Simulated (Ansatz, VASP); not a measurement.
One calculation of CuI, two programs

POSCAR

```
CuI
1.0
    0.0000000000      3.0120289450      3.0120289450
    3.0120289450      0.0000000000      3.0120289450
    3.0120289450      3.0120289450      0.0000000000
Cu I
1 1
Direct
    0.0000000000      0.0000000000      0.0000000000
    0.2500000000      0.2500000000      0.2500000000
```

Contents of INCAR.step1:

```
SYSTEM = CuI
ALGO     = Normal         ! electronic algorithm
EDIFF    = 1E-4           ! SCF threshold, eV
ENCUT    = 520            ! plane-wave cutoff, eV
GGA      = PE             ! functional
ISMEAR   = 0              ! smearing method
LASPH    = .TRUE.         ! aspherical terms in the spheres
LCHARG   = .FALSE.        ! write CHGCAR
LREAL    = .FALSE.        ! projectors in reciprocal space
LWAVE    = .TRUE.         ! write WAVECAR
NBANDS   = 16             ! bands
NELM     = 80             ! most SCF steps
PREC     = Accurate       ! precision mode
SIGMA    = 0.01           ! smearing width, eV
```

INCAR.step2

```
SYSTEM = CuI
ALGO     = Normal         ! electronic algorithm
EDIFF    = 1E-7           ! SCF threshold, eV
ENCUT    = 520            ! plane-wave cutoff, eV
ISIF     = 2              ! what is computed and relaxed
ISMEAR   = 0              ! smearing method
ISTART   = 1            
LASPH    = .TRUE.         ! aspherical terms in the spheres
LCHARG   = .FALSE.        ! write CHGCAR
LMIXTAU  = .TRUE.       
LREAL    = .FALSE.        ! projectors in reciprocal space
LWAVE    = .FALSE.        ! write WAVECAR
METAGGA  = R2SCAN         ! meta-GGA
NBANDS   = 16             ! bands
NELM     = 80             ! most SCF steps
PREC     = Accurate       ! precision mode
SIGMA    = 0.01           ! smearing width, eV
```

Contents of KPOINTS:

```
k-points
0
G
  8 8 8
  0 0 0
```

Input for Ansatz:

```yaml
crystal:
  lattice:
    - [0.0, 3.012028945, 3.012028945]
    - [3.012028945, 0.0, 3.012028945]
    - [3.012028945, 3.012028945, 0.0]
  atoms:
    - { symbol: Cu, position: [0.0, 0.0, 0.0] }
    - { symbol: I, position: [0.25, 0.25, 0.25] }
kpoints:
  mp_grid: { grid: [8, 8, 8] }
  band_path:
    path:
      - [0.0, 0.0, 0.0]
      - [-0.5, -0.5, 0.0]
      - [-0.375, -0.375, 0.25]
      - [-0.375, 0.0, 0.375]
      - [0.0, 0.0, 0.5]
      - [-0.5, -0.25, 0.25]
    npoints: 1
hamiltonian:
  xc: r2scan
scf:
  occupations: { method: fixed }
  n_extra_bands: 4
output:
  forces: true
  stress: true
  eigenvalues: true
  write_density: true
  write_potential: true
  elf: true
  volumetric_format: npy
```

Alike in both runs: task single point; functional r2SCAN; k mesh 8 × 8 × 8; no spin polarisation.

|  | VASP | Ansatz |
| --- | --- | --- |
| version | VASP 6.6.1 | Ansatz 0.2.0 |
| potentials or method | VASP PAW PBE potentials, release 64 (Cu, I) | plane waves, PAW |
| plane-wave cutoff (eV) | 520 | 500 |
| occupations | gaussian, width 0.01 eV | fixed |
| valence electrons in the cell | 18 | 36 |

VASP gave:

| Item | Value |
| --- | --- |
| gap on the k mesh at the Fermi level (eV) | 1.67 |
| pressure (GPa) | -0.1 |

Question: Estimate Ansatz's values.

Answer: gap on the k mesh at the Fermi level (eV): 1.67; pressure (GPa): 0.0.

VASP's potentials were made for PBE, not for r2SCAN. VASP's potentials hold 18 valence electrons a cell and Ansatz's 36, so a difference there can come from the potentials and not from the codes.

Spin-orbit coupling is off throughout.
